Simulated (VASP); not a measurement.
Runs of VASP 6.6.1 on Re. The structure is that of space group P6/mmm (No. 191), or close to it. The cells are those of the table. This isn't the form of Re at room conditions, which is hcp.

```csv
cell,k mesh,gap on the mesh (eV),pressure (GPa)
"a = 4.432, b = 4.432, c = 2.787 Å, angles 90.0, 90.0, 120.0°, 3 atoms",9 × 9 × 13,none,0.0
"a = 4.311, b = 4.311, c = 2.711 Å, angles 90.0, 90.0, 120.0°, 3 atoms",9 × 9 × 13,none,31.3
"a = 4.247, b = 4.247, c = 2.671 Å, angles 90.0, 90.0, 120.0°, 3 atoms",9 × 9 × 13,none,52.9
"a = 4.547, b = 4.547, c = 2.860 Å, angles 90.0, 90.0, 120.0°, 3 atoms",9 × 9 × 13,none,-20.0
"a = 4.432, b = 4.432, c = 2.787 Å, angles 90.0, 90.0, 120.0°, 3 atoms",8 × 8 × 12,none,0.0
"a = 4.372, b = 4.372, c = 2.750 Å, angles 90.0, 90.0, 120.0°, 3 atoms",9 × 9 × 13,none,(b)
"a = 4.491, b = 4.491, c = 2.824 Å, angles 90.0, 90.0, 120.0°, 3 atoms",9 × 9 × 13,none,(a)
```

Alike in all rows: task single point; level BLYP; potentials or basis VASP PAW PBE potentials, release 64 (Re_sv_GW); no spin polarisation; cutoff (eV) 560; smearing fermi-dirac 0.1 eV.

Question: Estimate the missing entries.

Answer: (a) -11.1; (b) 13.9.

Caveats: the PAW data sets were made with another functional, which shifts forces and pressure a little; spin-orbit coupling is left out, which moves the levels of the heavy elements; the cell stands under pressure (at least some runs); the cell stands under tension (at least some runs); the stress differs along the axes, from 48 to 55 GPa (at least some runs).

A k mesh can miss the band edges, and the runs leave out spin-orbit coupling on Re.

A gap of «none» marks levels without a gap at the run's occupations.
